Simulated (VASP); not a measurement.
# Ba (I4/mmm) in VASP: a series of runs

Runs on Ba. Level: PBEsol. Tasks: single point.

Everything below comes from runs of VASP 6.6.1. Logs are shortened: lines on timing, memory, paths and dates and some standing lists are left out, and cuts for length are marked.

## Step 1: The cell of the first run

It takes space group I4/mmm (No. 139, tetragonal). Conventional cell: a = 5.200 Å, b = 5.200 Å, c = 5.000 Å, α = 90.00°, β = 90.00°, γ = 90.00°. Ba (site symmetry 4/mmm) has 14 Ba at 4.45 to 5.20 Å within 5.8 Å.

## Step 2: Single point, PBEsol (strain +0.040 along x and y, +0.000 along z)

Contents of INCAR:

```
SYSTEM = Ba
ALGO = Fast ; EDIFF = 1E-6
ENCUT = 520 ; GGA = PS
ISIF = 2 ; ISMEAR = 0
LASPH = .True. ; LCHARG = .False.
LREAL = .False. ; LWAVE = .False.
NBANDS = 11 ; NELM = 60
PREC = Accurate ; SIGMA = 0.15
```

Contents of KPOINTS:

```
k-points
0
Gamma
  14 14 14
  0 0 0
```

Contents of POSCAR:

```
Ba
1.0
   -2.6000000000      2.6000000000      2.5000000000
    2.6000000000     -2.6000000000      2.5000000000
    2.6000000000      2.6000000000     -2.5000000000
Ba
1
Direct
    0.0000000000      0.0000000000      0.0000000000
```

Potentials or basis: VASP PAW PBE potentials, release 64 (Ba_sv).

Started as:

```console
> cat potpaw_PBE.64/Ba_sv/POTCAR > POTCAR
> mpirun -np 1 vasp_std > vasp.out
```

OUTCAR:

```text
SYSTEM = Ba
   EDIFF = 1E-6
   ENCUT = 520
   GGA = PS
   ISIF = 2
   ISMEAR = 0
   LASPH = .True.
   LREAL = .False.
   NELM = 60
   PREC = Accurate

 ion  position               nearest neighbor table
   1  0.000  0.000  0.000-

  LATTYP: Found a body centered tetragonal cell.
 ALAT       =     5.2000000000
 C/A-ratio  =     0.9615384615

  Lattice vectors:

 A1 = (  -2.6000000000,   2.6000000000,   2.5000000000)
 A2 = (   2.6000000000,  -2.6000000000,   2.5000000000)
 A3 = (   2.6000000000,   2.6000000000,  -2.5000000000)

Analysis of symmetry for initial positions (statically):
=====================================================================
 Subroutine PRICEL returns:
 Original cell was already a primitive cell.

 Routine SETGRP: Setting up the symmetry group for a
 body centered tetragonal supercell.

 Subroutine GETGRP returns: Found 16 space group operations
 (whereof 16 operations were pure point group operations)
 out of a pool of 16 trial point group operations.

The static configuration has the point symmetry D_4h.

Analysis of symmetry for dynamics (positions and initial velocities):
=====================================================================
 Subroutine PRICEL returns:
 Original cell was already a primitive cell.

 Routine SETGRP: Setting up the symmetry group for a
 body centered tetragonal supercell.

 Subroutine GETGRP returns: Found 16 space group operations
 (whereof 16 operations were pure point group operations)
 out of a pool of 16 trial point group operations.

The dynamic configuration has the point symmetry D_4h.

 Subroutine INISYM returns: Found 16 space group operations
 (whereof 16 operations are pure point group operations),
 and found     1 'primitive' translations

----------------------------------------------------------------------------------------

                                     Primitive cell

  volume of cell :      67.6000

  direct lattice vectors                    reciprocal lattice vectors
    -2.600000000  2.600000000  2.500000000     0.000000000  0.192307692  0.200000000
     2.600000000 -2.600000000  2.500000000     0.192307692  0.000000000  0.200000000
     2.600000000  2.600000000 -2.500000000     0.192307692  0.192307692  0.000000000

  length of vectors
     4.446346815  4.446346815  4.446346815     0.277456751  0.277456751  0.271964147

  position of ions in fractional coordinates (direct lattice)
     0.000000000  0.000000000  0.000000000

  ion indices of the primitive-cell ions
   primitive index   ion index
                 1           1

----------------------------------------------------------------------------------------

 KPOINTS: k-points

Automatic generation of k-mesh.
 Grid dimensions read from file:
 generate k-points for:   14   14   14

 Generating k-lattice:

  Cartesian coordinates                     Fractional coordinates (reciprocal lattice)
     0.000000000  0.013736264  0.014285714     0.071428571  0.000000000 -0.000000000
     0.013736264  0.000000000  0.014285714     0.000000000  0.071428571 -0.000000000
     0.013736264  0.013736264  0.000000000     0.000000000  0.000000000  0.071428571

  Length of vectors
     0.019818339  0.019818339  0.019426010

  Shift w.r.t. Gamma in fractional coordinates (k-lattice)
     0.000000000  0.000000000  0.000000000

 Subroutine IBZKPT returns following result:
 ===========================================

 Found    244 irreducible k-points:

 Following reciprocal coordinates:
            Coordinates               Weight
  0.000000  0.000000  0.000000      1.000000
  0.071429 -0.000000  0.000000      8.000000
  0.142857  0.000000  0.000000      8.000000
  0.214286 -0.000000  0.000000      8.000000
  0.285714  0.000000  0.000000      8.000000
  0.357143  0.000000  0.000000      8.000000
[... 16 lines left out ...]
  0.214286  0.142857  0.000000     16.000000
  0.285714  0.142857  0.000000     16.000000
 [... further k-points ...]
   k-points           NKPTS =    244   k-points in BZ     NKDIM =    244   number of bands    NBANDS=     11
   number of dos      NEDOS =    301   number of ions     NIONS =      1
   total plane-waves  NPLWV =  46656
   dimension x,y,z NGX =    36 NGY =   36 NGZ =   36
   dimension x,y,z NGXF=    72 NGYF=   72 NGZF=   72
   ions per type =               1
   NGX,Y,Z   is equivalent  to a cutoff of  13.46, 13.46, 13.46 a.u.
   NGXF,Y,Z  is equivalent  to a cutoff of  26.92, 26.92, 26.92 a.u.
 SYSTEM =  Ba
   PREC   = accura    normal or accurate (medium, high low for compatibility)
   ISTART =      0    job   : 0-new  1-cont  2-samecut
   ICHARG =      2    charge: 1-file 2-atom 10-const
   ISPIN  =      1    spin polarized calculation?
   LNONCOLLINEAR =      F non collinear calculations
   LSORBIT =      F    spin-orbit coupling
   LASPH  =      T    aspherical Exc in radial PAW
   ENCUT  =  520.0 eV  38.22 Ry    6.18 a.u.   8.27  8.27  8.27*2*pi/ulx,y,z
   NELM   =     60;   NELMIN=  2; NELMDL= -5     # of ELM steps
   EDIFF  = 0.1E-05   stopping-criterion for ELM
   LREAL  =      F    real-space projection
   EDIFFG = 0.1E-04   stopping-criterion for IOM
   NSW    =      0    number of steps for IOM
   IBRION =     -1    ionic relax: 0-MD 1-quasi-New 2-CG
   NFREE  =      0    steps in history (QN), initial steepest desc. (CG)
   ISIF   =      2    stress and relaxation
   ISYM   =      2    0-nonsym 1-usesym 2-fastsym
   POTIM  = 0.5000    time-step for ionic-motion
   TEBEG  =    0.0;   TEEND  =   0.0 temperature during run
   PSTRESS=    0.0 pullay stress
   NELECT =      10.0000    total number of electrons
   NUPDOWN=      -1.0000    fix difference up-down
   EMIN   =  10.00;   EMAX   =-10.00  energy-range for DOS
   EFERMI =   0.00;   METHOD = LEGACY
   ISMEAR =     0;   SIGMA  =   0.15  broadening in eV -4-tet -1-fermi 0-gaus
   EFERMI_NEDOS =   21; number of points for ismear=-14 and -15
   IALGO  =     68    algorithm
   IMIX   =      4    mixing-type and parameters
     AMIX     =   0.40;   BMIX     =  1.00
     AMIX_MAG =   1.60;   BMIX_MAG =  1.00
  volume/ion in A,a.u.               =      67.60       456.19
  Fermi-wavevector in a.u.,A,eV,Ry     =   0.865817  1.636156 10.199451  0.749638
  Thomas-Fermi vector in A             =   1.984115
   LORBIT       =      0    0 simple, 1 ext, 2 COOP (PROOUT), +10 PAW based schemes
   GGA     = PS    functional components
   LHFCALC =     F    Hartree Fock is set to
   AEXX    =    0.0000 exact exchange contribution
   IVDW    =     0    specifies the selected vdW correction
   LEPSILON=     F    determine dielectric tensor
   LRPA    =     F    only Hartree local field effects (RPA)
 non-spin polarized calculation
 RMM-DIIS sequential band-by-band and
 Gauss-broadening in eV      SIGMA  =   0.15
  energy-cutoff  :      520.00
  volume of cell :       67.60
 maximum number of plane-waves:      1846
 NGX is ok and might be reduce to    36
   NGX = 17   NGY = 17   NGZ = 17

 number of electron      10.0000000 magnetization

 Free energy of the ion-electron system (eV)
  ---------------------------------------------------
  ext. energy  EPLUGINS =         0.00000000
  ---------------------------------------------------
  free energy    TOTEN  =        -2.12162166 eV

  energy without entropy =       -2.10770755  energy(sigma->0) =       -2.11466460

 E-fermi :   1.3175     XC(G=0):  -7.2808

 val. band max:        1.3115242505   @ k =  -0.3571  -0.3571   0.2143
 cond. band min:       1.3213014301   @ k =   0.3571   0.3571  -0.0000
 fundamental gap:      0.0097771796
 Fermi energy:         1.3174875992

 k-point     1 :       0.0000    0.0000    0.0000
  band No.  band energies     occupation
      1     -27.6703      2.00000
      2     -12.6363      2.00000
      3     -12.6363      2.00000
      4     -12.6344      2.00000
      5      -1.4116      2.00000
      6       2.9038      0.00000
      7       3.1281      0.00000
      8       3.1281      0.00000
      9       4.2191      0.00000
     10       4.5445      0.00000
     11       7.9588      0.00000

 k-point     2 :       0.0714   -0.0000    0.0000
  band No.  band energies     occupation
      1     -27.6687      2.00000
      2     -12.6548      2.00000
      3     -12.6426      2.00000
      4     -12.6357      2.00000
      5      -1.3216      2.00000
      6       2.8890      0.00000
      7       3.0854      0.00000
      8       3.1561      0.00000
      9       4.1889      0.00000
     10       4.4508      0.00000
     11       8.1421      0.00000

 k-point     3 :       0.1429    0.0000    0.0000
  band No.  band energies     occupation
      1     -27.6642      2.00000
      2     -12.7086      2.00000
      3     -12.6601      2.00000
      4     -12.6367      2.00000
      5      -1.0629      2.00000
      6       2.7330      0.00000
      7       2.9091      0.00000
      8       3.3838      0.00000
      9       4.1268      0.00000
     10       4.3597      0.00000
     11       8.4164      0.00000

 k-point     4 :       0.2143   -0.0000    0.0000
  band No.  band energies     occupation
      1     -27.6578      2.00000
      2     -12.7846      2.00000
      3     -12.6851      2.00000
      4     -12.6381      2.00000
      5      -0.6717      2.00000
      6       2.4978      0.00000
      7       2.6030      0.00000
      8       3.8099      0.00000
      9       4.1690      0.00000
     10       4.3727      0.00000
     11       8.4508      0.00000

 k-point     5 :       0.2857    0.0000    0.0000
  band No.  band energies     occupation
      1     -27.6506      2.00000
      2     -12.8665      2.00000
      3     -12.7126      2.00000
      4     -12.6396      2.00000
      5      -0.2184      2.00000
      6       2.2665      0.00000
      7       2.3225      0.00000
      8       4.2941      0.00000
      9       4.3924      0.00000
     10       4.4800      0.00000
     11       7.9968      0.00000
[... 211 lines left out ...]
 k-point    21 :      -0.0714    0.0714    0.0000
  band No.  band energies     occupation
      1     -27.6688      2.00000
      2     -12.6558      2.00000
      3     -12.6401      2.00000
      4     -12.6361      2.00000
      5      -1.3253      2.00000
      6       2.8771      0.00000
      7       3.0623      0.00000
      8       3.2163      0.00000
      9       4.1033      0.00000
     10       4.5284      0.00000
     11       8.0630      0.00000

 k-point    22 :       0.1429    0.1429    0.0000
  band No.  band energies     occupation
      1     -27.6542      2.00000
      2     -12.8194      2.00000
      3     -12.6867      2.00000
      4     -12.6575      2.00000
      5      -0.4353      2.00000
      6       2.4162      0.00000
      7       2.4187      0.00000
      8       3.9730      0.00000
      9       4.0661      0.00000
     10       4.6350      0.00000
     11       8.8625      0.00000

 k-point    23 :       0.2143    0.1429    0.0000
  band No.  band energies     occupation
      1     -27.6478      2.00000
      2     -12.8826      2.00000
      3     -12.7177      2.00000
      4     -12.6632      2.00000
      5       0.0125      2.00000
      6       2.1427      0.00000
      7       2.2494      0.00000
      8       4.0072      0.00000
      9       4.6313      0.00000
     10       4.8476      0.00000
     11       8.0961      0.00000

 k-point    24 :       0.2857    0.1429    0.0000
  band No.  band energies     occupation
      1     -27.6420      2.00000
      2     -12.9355      2.00000
      3     -12.7500      2.00000
      4     -12.6655      2.00000
      5       0.4220      2.00000
      6       1.9725      0.00000
      7       2.1470      0.00000
      8       4.1260      0.00000
      9       4.9654      0.00000
     10       5.3012      0.00000
     11       7.4425      0.00000

 [... further k-points ...]
[... 5 lines left out ...]
  --------------------------------------------------------------------------------------
  -------------------------------------------------------------------------------------
  Total       -0.4766812     -0.4766812     -0.4089339      0.0000000      0.0000000      0.0000000
  in kB      -11.2977475    -11.2977475     -9.6920806      0.0000000      0.0000000      0.0000000
  external PRESSURE =     -10.7625252 kB  Pullay stress =       0.0000000 kB

 VOLUME and BASIS-vectors are now :
 -----------------------------------------------------------------------------
  energy-cutoff  :      520.00
  volume of cell :       67.60
      direct lattice vectors                 reciprocal lattice vectors
    -2.600000000  2.600000000  2.500000000     0.000000000  0.192307692  0.200000000
     2.600000000 -2.600000000  2.500000000     0.192307692  0.000000000  0.200000000
     2.600000000  2.600000000 -2.500000000     0.192307692  0.192307692  0.000000000

 POSITION                                       TOTAL-FORCE (eV/Angst)
 -----------------------------------------------------------------------------------
      0.00000      0.00000      0.00000        -0.000000      0.000000      0.000000
 -----------------------------------------------------------------------------------
    total drift:                               -0.000000      0.000000      0.000000

  FREE ENERGIE OF THE ION-ELECTRON SYSTEM (eV)
  ---------------------------------------------------
  free  energy   TOTEN  =        -2.1216216631 eV

  energy  without entropy=       -2.1077075464  energy(sigma->0) =       -2.11466460
```

It took 2.6 min on 1 thread of Intel Xeon Platinum 8259CL at 2.50GHz (Skylake/Cascade Lake), shared host; peak memory 0.34 GiB.

Results:

* Free energy: -2.1216 eV
* Pressure: -1.1 GPa
* Band gap on the k mesh: zero (bands 5 and 6 overlap by 0.84 eV)

Levels at points of the mesh, in eV from the Fermi level:
```tsv
k point	band 2	band 3	band 4	band 5	band 6	band 7	band 8	band 9
(0.00, 0.00, 0.00)	-13.95	-13.95	-13.95	-2.73	1.59	1.81	1.81	2.90
(0.50, 0.00, 0.00)	-14.32	-14.08	-13.96	-0.85	0.60	1.10	3.05	3.66
(0.50, 0.50, 0.00)	-14.32	-14.06	-13.95	-0.89	0.84	0.98	2.80	3.45
(0.50, 0.50, 0.50)	-14.22	-14.22	-14.19	-0.47	-0.42	3.86	3.86	4.29
```

Caveat: the cell differs from its parent crystal (strain +0.040 along x and y, +0.000 along z); the PAW data sets were made with another functional, which shifts forces and pressure a little; spin-orbit coupling is left out, which moves the levels of the heavy elements.

## Step 3: Single point, PBEsol (strain +0.040 along x and y, +0.080 along z)

Contents of INCAR:

```
SYSTEM = Ba
PREC     = Accurate       ! precision mode
ENCUT    = 520            ! plane-wave cutoff, eV
EDIFF    = 1E-6           ! SCF threshold, eV
ISMEAR   = 0              ! smearing method
SIGMA    = 0.15           ! smearing width, eV
LREAL    = .FALSE.        ! projectors in reciprocal space
LASPH    = .TRUE.         ! aspherical terms in the spheres
NELM     = 80             ! most SCF steps
ALGO     = Fast           ! electronic algorithm
ISIF     = 2              ! what is computed and relaxed
LWAVE    = .FALSE.        ! write WAVECAR
LCHARG   = .FALSE.        ! write CHGCAR
GGA      = PS             ! functional
NBANDS   = 11             ! bands
```

Contents of KPOINTS:

```
Automatic mesh
0
G
  14 14 14
  0 0 0
```

Contents of POSCAR:

```
Ba
1.0
   -2.6000000000      2.6000000000      2.7000000000
    2.6000000000     -2.6000000000      2.7000000000
    2.6000000000      2.6000000000     -2.7000000000
Ba
1
Direct
    0.0000000000      0.0000000000      0.0000000000
```

Potentials or basis: VASP PAW PBE potentials, release 64 (Ba_sv).

Started as:

```console
> cat potpaw_PBE.64/Ba_sv/POTCAR > POTCAR
> mpirun -np 1 vasp_std > vasp.out
```

Wall time 2.5 min (1 thread of Intel Xeon Platinum 8259CL at 2.50GHz (Skylake/Cascade Lake), shared host); peak memory 0.34 GiB.

The run converged. Its results:

```
Free energy            : -2.0782 eV
Pressure               : -1.5 GPa
Band gap on the k mesh : zero (bands 5 and 6 overlap by 0.66 eV)
```

Stress tensor (GPa, compression positive):
```
-1.46  0.00  0.00
 0.00 -1.46  0.00
 0.00  0.00 -1.54
```

Levels at points of the mesh, in eV from the Fermi level:
```csv
k point,band 1,band 2,band 3,band 4,band 5,band 6,band 7,band 8,band 9,band 10
"(0.00, 0.00, 0.00)",-29.14,-14.14,-14.14,-14.14,-2.68,1.58,1.58,1.77,2.74,3.01
"(0.50, 0.00, 0.00)",-29.12,-14.42,-14.23,-14.13,-0.84,0.74,0.84,2.66,3.29,4.46
"(0.50, 0.50, 0.00)",-29.12,-14.42,-14.24,-14.14,-0.81,0.54,0.93,2.95,3.39,4.51
"(0.50, 0.50, 0.50)",-29.10,-14.35,-14.33,-14.33,-0.39,-0.34,3.40,3.80,3.80,4.06
```

Caveat: the cell differs from its parent crystal (strain +0.040 along x and y, +0.080 along z); the PAW data sets were made with another functional, which shifts forces and pressure a little; spin-orbit coupling is left out, which moves the levels of the heavy elements.
